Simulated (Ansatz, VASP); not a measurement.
Given: the input of a run of Ansatz 0.2.0 on BiTe.

input.yaml

```yaml
crystal:
  lattice:
    - [0.0, 3.235, 3.235]
    - [3.235, 0.0, 3.235]
    - [3.235, 3.235, 0.0]
  atoms:
    - { symbol: Bi, position: [0.0, 0.0, 0.0] }
    - { symbol: Te, position: [0.5, 0.5, 0.5] }
hamiltonian:
  xc: pbe
  pseudopotentials: { kind: paw }
kpoints:
  mp_grid: { grid: [7, 7, 7] }
scf:
  occupations: { method: gaussian, width: 0.024 }
output:
  forces: true
  stress: true
  eigenvalues: true
```

Potentials or basis: Ansatz PAW.

Command:

```sh
$ ansatz run input.yaml --threads 2 --pin off --max-ram 5632MiB --backend cpu --events-out ev --progress --plain --runs-dir out
```

Question: Translate it to VASP 6.6.1. Potentials there: VASP PAW PBE potentials, release 64 (Bi_d, Te).

Answer: As run (the cutoff follows the program's own potentials):

INCAR

```
ALGO = Normal
EDIFF = 1E-7
ENCUT = 520
GGA = PE
ISIF = 2
ISMEAR = 0
LASPH = T
LCHARG = F
LREAL = F
LWAVE = F
NBANDS = 18
NELM = 60
PREC = Accurate
SIGMA = 0.024
```

KPOINTS

```
k-points
0
Gamma
  7 7 7
```

POSCAR

```
BiTe
1.0
    0.0000000000      3.2350000000      3.2350000000
    3.2350000000      0.0000000000      3.2350000000
    3.2350000000      3.2350000000      0.0000000000
Bi Te
1 1
Direct
    0.0000000000      0.0000000000      0.0000000000
    0.5000000000      0.5000000000      0.5000000000
```

Potentials or basis: VASP PAW PBE potentials, release 64 (Bi_d, Te).

Run with:

```console
$ cat potpaw_PBE.64/Bi_d/POTCAR potpaw_PBE.64/Te/POTCAR > POTCAR
$ mpirun -np 1 vasp_std > vasp.out
```

Both were run:

|  | VASP | Ansatz | Ansatz less VASP |
| --- | --- | --- | --- |
| gap on the k mesh at the Fermi level (eV) | none | none | - |
| pressure (GPa) | 1.0 | 1.0 | +0.05 |

A gap of «none» marks a metal or a gap that the smearing closes. With one functional, cell and mesh, what is left measures potentials, basis and numerics. VASP's potentials hold 21 valence electrons a cell and Ansatz's 31, so a difference there can come from the potentials and not from the codes.

Neither program's run includes spin-orbit coupling.
